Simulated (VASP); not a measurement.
# BN (Fm-3m) in VASP: notebook, part 2 of 2

VASP 6.6.1. Earlier steps stand in the parts before.

**5. Single point, HSE06**

Contents of POSCAR:

```
BN
1.0
    0.0000000000      1.7458259350      1.7458259350
    1.7458259350      0.0000000000      1.7458259350
    1.7458259350      1.7458259350      0.0000000000
B N
1 1
Direct
    0.0000000000      0.0000000000      0.0000000000
    0.5000000000      0.5000000000      0.5000000000
```

Contents of INCAR.step1:

```
SYSTEM = BN
  ALGO = Normal
  EDIFF = 1E-5
  ENCUT = 520
  GGA = PE
  ISIF = 2
  ISMEAR = 1
  LASPH = .True.
  LCHARG = .False.
  LREAL = .False.
  LWAVE = .True.
  NBANDS = 11
  NELM = 60
  PREC = Accurate
  SIGMA = 0.05
```

Contents of INCAR.step2:

```
SYSTEM = BN
  ALGO = Normal
  EDIFF = 1E-7
  ENCUT = 520
  GGA = PE
  HFSCREEN = 0.2079
  ISIF = 2
  ISMEAR = 1
  ISTART = 1
  LASPH = .True.
  LCHARG = .False.
  LHFCALC = .True.
  LREAL = .False.
  LWAVE = .False.
  NBANDS = 11
  NELM = 60
  PREC = Accurate
  PRECFOCK = Normal
  SIGMA = 0.05
```

Contents of KPOINTS:

```
k-points
0
Gamma
  6 6 6
  0 0 0
```

Potentials or basis: VASP PAW PBE potentials, release 64 (B, N).

Launch:

```bash
$ cat potpaw_PBE.64/B/POTCAR potpaw_PBE.64/N/POTCAR > POTCAR
$ cp INCAR.step1 INCAR
$ mpirun -np 1 vasp_std > vasp.out
$ cp INCAR.step2 INCAR
$ mpirun -np 1 vasp_std > vasp.out
```

OUTCAR:

```text
SYSTEM = BN
   EDIFF = 1E-7
   ENCUT = 520
   GGA = PE
   HFSCREEN = 0.2079
   ISIF = 2
   ISMEAR = 1
   ISTART = 1
   LASPH = .True.
   LHFCALC = .True.
   LREAL = .False.
   NELM = 60
   PREC = Accurate
   PRECFOCK = Normal

 ion  position               nearest neighbor table
   1  0.000  0.000  0.000-   2 1.75   2 1.75   2 1.75   2 1.75   2 1.75   2 1.75
   2  0.500  0.500  0.500-   1 1.75   1 1.75   1 1.75   1 1.75   1 1.75   1 1.75

  LATTYP: Found a face centered cubic cell.
 ALAT       =     3.4916518700

  Lattice vectors:

 A1 = (   0.0000000000,   1.7458259350,   1.7458259350)
 A2 = (   1.7458259350,   0.0000000000,   1.7458259350)
 A3 = (   1.7458259350,   1.7458259350,   0.0000000000)

Analysis of symmetry for initial positions (statically):
=====================================================================
 Subroutine PRICEL returns:
 Original cell was already a primitive cell.

 Routine SETGRP: Setting up the symmetry group for a
 face centered cubic supercell.

 Subroutine GETGRP returns: Found 48 space group operations
 (whereof 48 operations were pure point group operations)
 out of a pool of 48 trial point group operations.

The static configuration has the point symmetry O_h .

Analysis of symmetry for dynamics (positions and initial velocities):
=====================================================================
 Subroutine PRICEL returns:
 Original cell was already a primitive cell.

 Routine SETGRP: Setting up the symmetry group for a
 face centered cubic supercell.

 Subroutine GETGRP returns: Found 48 space group operations
 (whereof 48 operations were pure point group operations)
 out of a pool of 48 trial point group operations.

The dynamic configuration has the point symmetry O_h .

 Subroutine INISYM returns: Found 48 space group operations
 (whereof 48 operations are pure point group operations),
 and found     1 'primitive' translations

[... 119 lines left out ...]
   HFSCREENC=   0.2079 screening length for correlation (either q_TF or 0.3 A-1)
   ENCUTFOCK=  -1.0 apply spherical cutoff to Coloumb kernel
   IVDW    =     0    specifies the selected vdW correction
   LEPSILON=     F    determine dielectric tensor
   LRPA    =     F    only Hartree local field effects (RPA)
 non-spin polarized calculation
 Methfessel and Paxton  Order N= 1 SIGMA  =   0.05
  energy-cutoff  :      520.00
  volume of cell :       10.64
 maximum number of plane-waves:       302
  NGX = 14; NGY = 14; NGZ = 14

 number of electron       7.9999998 magnetization

 Free energy of the ion-electron system (eV)
  ---------------------------------------------------
  ext. energy  EPLUGINS =         0.00000000
  ---------------------------------------------------
  free energy    TOTEN  =       -16.56542926 eV

  energy without entropy =      -16.56559031  energy(sigma->0) =      -16.56548294

 E-fermi :   9.8928     XC(G=0): -11.1949

 val. band max:        9.8506962240   @ k =  -0.1667   0.1667   0.0000
 cond. band min:      12.0202899543   @ k =   0.5000   0.5000   0.0000
 fundamental gap:      2.1695937303
 Fermi energy:         9.8927903348

 k-point     1 :       0.0000    0.0000    0.0000
  band No.  band energies     occupation
      1     -14.8479      2.00000
      2       8.7834      2.00000
      3       8.7834      2.00000
      4       8.7834      2.00000
      5      20.7066      0.00000
      6      23.9137      0.00000
      7      23.9137      0.00000
      8      23.9137      0.00000
      9      29.8549      0.00000
     10      29.8549      0.00000
     11      29.8549      0.00000
[... 197 lines left out ...]
 k-point    16 :      -0.3333    0.5000    0.1667
  band No.  band energies     occupation
      1      -6.1094      2.00000
      2      -1.9724      2.00000
      3       1.1998      2.00000
      4       2.5145      2.00000
      5      15.5423      0.00000
      6      22.3751      0.00000
      7      23.9517      0.00000
      8      27.5292      0.00000
      9      28.1775      0.00000
     10      36.6096      0.00000
     11      51.0238      0.00000

------------------------ aborting loop because EDIFF is reached ----------------------------------------

  FORCE on cell =-STRESS in cart. coord.  units (eV):
  Direction    XX          YY          ZZ          XY          YZ          ZX
  --------------------------------------------------------------------------------------
  -------------------------------------------------------------------------------------
  Total       -0.5459092     -0.5459092     -0.5459092      0.0000000      0.0000000     -0.0000000
  in kB      -82.1860682    -82.1860682    -82.1860682      0.0000000      0.0000000     -0.0000000
  external PRESSURE =     -82.1860682 kB  Pullay stress =       0.0000000 kB

 VOLUME and BASIS-vectors are now :
 -----------------------------------------------------------------------------
  energy-cutoff  :      520.00
  volume of cell :       10.64
      direct lattice vectors                 reciprocal lattice vectors
     0.000000000  1.745825935  1.745825935    -0.286397395  0.286397395  0.286397395
     1.745825935  0.000000000  1.745825935     0.286397395 -0.286397395  0.286397395
     1.745825935  1.745825935  0.000000000     0.286397395  0.286397395 -0.286397395

 POSITION                                       TOTAL-FORCE (eV/Angst)
 -----------------------------------------------------------------------------------
      0.00000      0.00000      0.00000         0.000000      0.000000      0.000000
      1.74583      1.74583      1.74583         0.000000     -0.000000     -0.000000
 -----------------------------------------------------------------------------------
    total drift:                               -0.000001      0.000001      0.000002

  FREE ENERGIE OF THE ION-ELECTRON SYSTEM (eV)
  ---------------------------------------------------
  free  energy   TOTEN  =       -16.5654292552 eV

  energy  without entropy=      -16.5655903081  energy(sigma->0) =      -16.56548294
```

OUTCAR.step1:

```text
SYSTEM = BN
   EDIFF = 1E-5
   ENCUT = 520
   GGA = PE
   ISIF = 2
   ISMEAR = 1
[... 435 lines left out ...]
      0.00000      0.00000      0.00000         0.000000      0.000000      0.000000
      1.74583      1.74583      1.74583        -0.000000     -0.000000     -0.000000
 -----------------------------------------------------------------------------------
    total drift:                               -0.000000     -0.000000     -0.000000

  FREE ENERGIE OF THE ION-ELECTRON SYSTEM (eV)
  ---------------------------------------------------
  free  energy   TOTEN  =       -13.9219520429 eV

  energy  without entropy=      -13.9221130958  energy(sigma->0) =      -13.92200573
```

OSZICAR.step1:

```text
N       E                     dE             d eps       ncg     rms          rms(c)
DAV:   1     0.124780393511E+02    0.12478E+02   -0.50229E+03   352   0.742E+02
DAV:   2    -0.142145927864E+02   -0.26693E+02   -0.25775E+02   422   0.156E+02
DAV:   3    -0.147573631188E+02   -0.54277E+00   -0.54184E+00   415   0.193E+01
DAV:   4    -0.147578344073E+02   -0.47129E-03   -0.47127E-03   391   0.650E-01
DAV:   5    -0.147578346310E+02   -0.22361E-06   -0.22328E-06   412   0.151E-02    0.633E+00
DAV:   6    -0.139112294054E+02    0.84661E+00   -0.42031E+00   382   0.107E+01    0.240E+00
DAV:   7    -0.139177318326E+02   -0.65024E-02   -0.81542E-02   376   0.241E+00    0.158E+00
DAV:   8    -0.139221828583E+02   -0.44510E-02   -0.71865E-03   370   0.637E-01    0.297E-01
DAV:   9    -0.139219441905E+02    0.23867E-03   -0.10718E-03   372   0.174E-01    0.811E-02
DAV:  10    -0.139219520429E+02   -0.78524E-05   -0.37570E-05   391   0.470E-02
   1 F= -.13921952E+02 E0= -.13922006E+02  d E =0.161053E-03
```

It took 94 s on 1 thread of Intel Xeon Platinum 8488C (Sapphire Rapids), shared host; peak memory 0.21 GiB.

What came out:

| Item | Value |
| --- | --- |
| Free energy | -16.5654 eV |
| Pressure | -8.2 GPa |
| Band gap on the k mesh | 2.17 eV, indirect (least direct gap 7.23 eV) |

Caveat: the k points lie up to 0.52 Å⁻¹ apart; the PAW data sets were made with another functional, which shifts forces and pressure a little. A k mesh can miss the band edges.

**6. Single point, HSE06**

POSCAR is that of step 5.

Contents of INCAR.step1:

```
PREC = Accurate
ENCUT = 520
EDIFF = 1E-5
ISMEAR = 1
SIGMA = 0.2
LREAL = False
LASPH = True
NELM = 80
ALGO = Normal
ISIF = 2
LWAVE = True
LCHARG = False
NBANDS = 11
GGA = PE
```

Contents of INCAR.step2:

```
PREC = Accurate
ENCUT = 520
EDIFF = 1E-6
ISMEAR = 1
SIGMA = 0.2
LREAL = False
LASPH = True
NELM = 80
ALGO = Normal
ISIF = 2
LWAVE = False
LCHARG = False
GGA = PE
LHFCALC = True
HFSCREEN = 0.2079
PRECFOCK = Normal
NBANDS = 11
ISTART = 1
```

Contents of KPOINTS:

```
Automatic mesh
0
Gamma
  6 6 6
```

Potentials or basis: VASP PAW PBE potentials, release 64 (B, N).

Launch:

```bash
$ cat potpaw_PBE.64/B/POTCAR potpaw_PBE.64/N/POTCAR > POTCAR
$ cp INCAR.step1 INCAR
$ mpirun -np 1 vasp_std > vasp.out
$ cp INCAR.step2 INCAR
$ mpirun -np 1 vasp_std > vasp.out
```

It took 70 s on 1 thread of Intel Xeon Platinum 8488C (Sapphire Rapids), shared host; peak memory 0.21 GiB.

The run converged. Its results:

```yaml
Free_energy: -16.5649 eV
Pressure: -8.2 GPa
Band_gap_on_the_k_mesh: 2.17 eV, indirect (least direct gap 7.23 eV)
```

Levels at points of the mesh, in eV from the valence-band top:
| k point | band 1 | band 2 | band 3 | band 4 | band 5 | band 6 | band 7 | band 8 |
| --- | --- | --- | --- | --- | --- | --- | --- | --- |
| (0.00, 0.00, 0.00) | -24.70 | -1.07 | -1.07 | -1.07 | 10.86 | 14.06 | 14.06 | 14.06 |
| (0.50, 0.00, 0.00) | -19.11 | -13.86 | -0.75 | -0.75 | 6.49 | 6.49 | 8.68 | 15.79 |
| (0.50, 0.50, 0.00) | -16.10 | -13.02 | -6.22 | -6.22 | 2.17 | 9.91 | 16.87 | 16.87 |

Caveat: the k points lie up to 0.52 Å⁻¹ apart; the PAW data sets were made with another functional, which shifts forces and pressure a little. A k mesh can miss the band edges.

**7. Summary**

```csv
level,smearing,share of exact exchange,screening parameter,gap on the mesh (eV),pressure (GPa)
PBE-based screened hybrid,gaussian 0.01 eV,0.05,0.3 1/Å,1.33,1.4
PBE-based screened hybrid,gaussian 0.01 eV,0.1,0.2078 1/Å,1.56,-1.2
PBE-based screened hybrid,gaussian 0.01 eV,0.15,0.1 1/Å,1.98,-3.9
HSE06,methfessel-paxton 0.05 eV,-,0.2079 1/Å,2.17,-8.2
HSE06,methfessel-paxton 0.2 eV,-,0.2079 1/Å,2.17,-8.2
```

Alike in all rows: task single point; potentials or basis VASP PAW PBE potentials, release 64 (B, N); no spin polarisation; cell as given; k mesh 6 × 6 × 6; cutoff (eV) 520.

Caveats: all runs use coarse meshes; the PAW data sets were made with another functional, which shifts forces and pressure a little.

Absolute energies hang on the potentials; compare differences alone.
